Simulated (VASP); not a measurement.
Input of a VASP 6.6.1 run:

INCAR

```
PREC = Accurate ; ENCUT = 520
EDIFF = 1E-6 ; ISMEAR = 0
SIGMA = 0.1 ; LREAL = False
LASPH = True ; NELM = 100
ALGO = Normal ; ISIF = 2
LWAVE = False ; LCHARG = False
GGA = PS ; NBANDS = 16
```

The input KPOINTS:

```
regular mesh
0
Gamma
  12 12 12
```

Contents of POSCAR:

```
HgTe
1.0
    0.0000000000      3.2869423914      3.2869423914
    3.2869423914      0.0000000000      3.2869423914
    3.2869423914      3.2869423914      0.0000000000
Hg Te
1 1
Direct
    0.0000000000      0.0000000000      0.0000000000
    0.2500000000      0.2500000000      0.2500000000
```

Potentials or basis: VASP PAW PBE potentials, release 64 (Hg, Te).

Run with:

```console
$ cat potpaw_PBE.64/Hg/POTCAR potpaw_PBE.64/Te/POTCAR > POTCAR
$ mpirun -np 1 vasp_std > vasp.out
```

Problem. Estimate the band gap on the k mesh.

Solution. Zero (filled and empty bands touch).

Problem. What does it give for the pressure?

Solution. -1.1 GPa.

Caveat: the PAW data sets were made with another functional, which shifts forces and pressure a little; spin-orbit coupling is left out, which moves the levels of the heavy elements.
